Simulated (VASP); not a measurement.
Wanted: the native input for a VASP 6.6.1 run.

```yaml
Task: electric field gradients
Functional: PBE
Potentials_or_basis: VASP PAW PBE potentials, release 64 (Cd)
Cutoff: 520 eV
k_mesh: 14 × 14 × 7
Occupations: fermi-dirac, width 0.05 eV
Spin: no spin polarisation
Dipole_correction: no
Further_INCAR_settings: ALGO = Normal; EDIFF = 1e-08; NBANDS = 19
```

The structure of Cd lies in POSCAR:

```
Cd
1.0
    2.9788725081      0.0148943625      0.0148943625
   -1.4765373577      2.5723320853      0.0054517151
    0.0280882500      0.0280882500      5.6176500000
Cd
2
Direct
    0.3333333333      0.6666666667      0.2500000000
    0.6666666667      0.3333333333      0.7500000000
```

This cell differs from its parent crystal: equal xy, yz and zx shear strains of +1 %.

The input as run:

INCAR

```
SYSTEM = Cd
  ALGO = Normal
  EDIFF = 1E-8
  ENCUT = 520
  GGA = PE
  ISIF = 2
  ISMEAR = -1
  LASPH = .TRUE.
  LCHARG = .FALSE.
  LEFG = .TRUE.
  LREAL = .FALSE.
  LWAVE = .FALSE.
  NBANDS = 19
  NELM = 60
  PREC = Accurate
  SIGMA = 0.05
```

KPOINTS

```
k-points
0
G
  14 14 7
  0 0 0
```

Potentials or basis: VASP PAW PBE potentials, release 64 (Cd).

Run with:

```bash
$ cat potpaw_PBE.64/Cd/POTCAR > POTCAR
$ mpirun -np 1 vasp_std > vasp.out
```

It gave:

```
Pressure                                : 3.4 GPa
Largest force                           : 0.003 eV/Å
Band gap on the k mesh                  : zero (bands 12 and 13 overlap by 4.39 eV)
Largest electric field gradient by atom : Cd +81.5 V/Å²
```

Caveat: the cell differs from its parent crystal (equal xy, yz and zx shear strains of +1 %); the cell stands under pressure; without QUAD_EFG the Cq values of the log hold for a quadrupole moment of 1 mb, not for the nuclei.

Wall time 9.2 min on 1 thread of Intel Xeon 8259CL, on a shared host, peak memory 0.53 GiB.
